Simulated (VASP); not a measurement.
Here is a VASP 6.6.1 calculation.

Contents of INCAR:

```
PREC = Accurate ; ENCUT = 520
EDIFF = 1E-6 ; ISMEAR = 0
SIGMA = 0.1 ; LREAL = F
LASPH = T ; NELM = 60
ALGO = Normal ; ISIF = 2
LWAVE = F ; LCHARG = F
GGA = PE ; NBANDS = 26
```

File KPOINTS:

```
Automatic mesh
0
Gamma
  18 18 6
```

POSCAR

```
In2SbN
1.0
    3.3612454451      0.0000000000      0.0000000000
   -1.6806227226      2.9109239438      0.0000000000
    0.0000000000      0.0000000000      8.4923641738
In Sb N
2 1 1
Direct
    0.0000000000      0.0000000000      0.8292292771
    0.0000000000      0.0000000000      0.1707707229
    0.6666666667      0.3333333333      0.5000000000
    0.3333333333      0.6666666667      0.0000000000
```

Potentials or basis: VASP PAW PBE potentials, release 64 (In_d, Sb, N).

Launch:

```bash
$ cat potpaw_PBE.64/In_d/POTCAR potpaw_PBE.64/Sb/POTCAR potpaw_PBE.64/N/POTCAR > POTCAR
$ mpirun -np 1 vasp_std > vasp.out
```

Q: Estimate the largest force.

A: 0.013 eV/Å.

Q: Estimate the pressure.

A: 0.0 GPa.

Q: What does it give for the band gap on the k mesh?

A: Zero (bands 18 and 19 overlap by 4.13 eV).

Forces in eV/Å, atoms in the order of the input:
```
In   0.000  0.000 -0.013
In   0.000  0.000  0.013
Sb   0.000  0.000  0.000
N    0.000  0.000  0.000
```

Caveat: spin-orbit coupling is left out, which moves the levels of the heavy elements.
